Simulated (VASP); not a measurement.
The system is Ti.

```
Ti
1.0
     4.13000    0.00000    0.00000
     0.00000    4.13000    0.00000
     0.00000    0.00000    4.13000
Ti
4
Direct
  0.00000 0.00000 0.00000
  0.00000 0.50000 0.50000
  0.50000 0.00000 0.50000
  0.50000 0.50000 0.00000
```

This isn't the form of Ti at room conditions, which is hcp.

| Property | Result |
| --- | --- |
| Program | VASP 6.6.1 |
| Task | relaxation of volume and atoms at fixed shape |
| Functional | PBEsol |
| Potentials or basis | VASP PAW PBE potentials, release 64 (Ti_sv) |
| Cutoff | 500 eV |
| k mesh | 6 × 6 × 6 |
| Occupations | fermi-dirac, width 0.05 eV |
| Spin | no spin polarisation |

At the start: pressure -5.9 GPa; volume 17.61 Å³/atom.

Question: Where does the relaxation end?

Answer: Over 3 steps the energy falls by 18.8 meV/atom and the volume is 16.63 Å³/atom (-5.5 %); space group Fm-3m (No. 225, to 0.1 Å) before and after.

Step by step:
| step | energy change (eV) | largest force (eV/Å) | pressure (GPa) | volume (Å³) |
| --- | --- | --- | --- | --- |
| 1 | 0.0000 | 0.0000 | -5.92 | 70.44 |
| 2 | -0.0403 | 0.0000 | 4.57 | 64.02 |
| 3 | -0.0752 | 0.0000 | -0.02 | 66.54 |

Final structure:
```
Ti
1.0
     4.05215    0.00000    0.00000
     0.00000    4.05215    0.00000
     0.00000    0.00000    4.05215
Ti
4
Direct
  0.00000 0.00000 0.00000
  0.00000 0.50000 0.50000
  0.50000 0.00000 0.50000
  0.50000 0.50000 0.00000
```

Caveat: the highest band is partly filled, so the run has too few bands; the PAW data sets were made with another functional, which shifts forces and pressure a little.
